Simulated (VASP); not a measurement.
Wanted: the native input for a VASP 6.6.1 run.

```
Task                   : single point
Functional             : r2SCAN
Potentials or basis    : VASP PAW PBE potentials, release 64 (Sr_sv)
Cutoff                 : 520 eV
k mesh                 : 9 × 9 × 9
Occupations            : fermi-dirac, width 0.05 eV
Spin                   : no spin polarisation
Dipole correction      : no
Further INCAR settings : ALGO = Normal; EDIFF = 1e-06; NBANDS = 11
```

Crystal: Sr.

```xyz
1
Lattice="0.0000 2.9661 2.9661 2.9661 0.0000 2.9661 2.9661 2.9661 0.0000" Properties=species:S:1:pos:R:3 pbc="T T T"
Sr    0.0000    0.0000    0.0000
```

One way to write it, as run:

POSCAR

```
Sr
1.0
    0.0000000000      2.9661460000      2.9661460000
    2.9661460000      0.0000000000      2.9661460000
    2.9661460000      2.9661460000      0.0000000000
Sr
1
Direct
    0.0000000000      0.0000000000      0.0000000000
```

INCAR.step1

```
SYSTEM = Sr
ALGO     = Normal         ! electronic algorithm
EDIFF    = 1E-4           ! SCF threshold, eV
ENCUT    = 520            ! plane-wave cutoff, eV
GGA      = PE             ! functional
ISMEAR   = -1             ! smearing method
LASPH    = .TRUE.         ! aspherical terms in the spheres
LCHARG   = .FALSE.        ! write CHGCAR
LREAL    = .FALSE.        ! projectors in reciprocal space
LWAVE    = .TRUE.         ! write WAVECAR
NBANDS   = 11             ! bands
NELM     = 80             ! most SCF steps
PREC     = Accurate       ! precision mode
SIGMA    = 0.05           ! smearing width, eV
```

INCAR.step2

```
SYSTEM = Sr
ALGO     = Normal         ! electronic algorithm
EDIFF    = 1E-6           ! SCF threshold, eV
ENCUT    = 520            ! plane-wave cutoff, eV
ISIF     = 2              ! what is computed and relaxed
ISMEAR   = -1             ! smearing method
ISTART   = 1            
LASPH    = .TRUE.         ! aspherical terms in the spheres
LCHARG   = .TRUE.         ! write CHGCAR
LELF     = .TRUE.         ! ELF
LMIXTAU  = .TRUE.       
LREAL    = .FALSE.        ! projectors in reciprocal space
LVHAR    = .TRUE.       
LWAVE    = .FALSE.        ! write WAVECAR
METAGGA  = R2SCAN         ! meta-GGA
NBANDS   = 11             ! bands
NELM     = 80             ! most SCF steps
PREC     = Accurate       ! precision mode
SIGMA    = 0.05           ! smearing width, eV
```

KPOINTS

```
k-points
0
G
  9 9 9
  0 0 0
```

Potentials or basis: VASP PAW PBE potentials, release 64 (Sr_sv).

Launch:

```console
$ cat potpaw_PBE.64/Sr_sv/POTCAR > POTCAR
$ cp INCAR.step1 INCAR
$ mpirun -np 1 vasp_std > vasp.out
$ cp INCAR.step2 INCAR
$ mpirun -np 1 vasp_std > vasp.out
```

Results of the run:

```
Pressure               : 1.1 GPa
Band gap on the k mesh : 0.08 eV, indirect (least direct gap 0.28 eV)
```

Caveat: the PAW data sets were made with another functional, which shifts forces and pressure a little.

Wall time 26 s on 1 thread of Intel(R) Xeon(R) 6975P-C (Granite Rapids), on a shared host, peak memory 0.18 GiB.
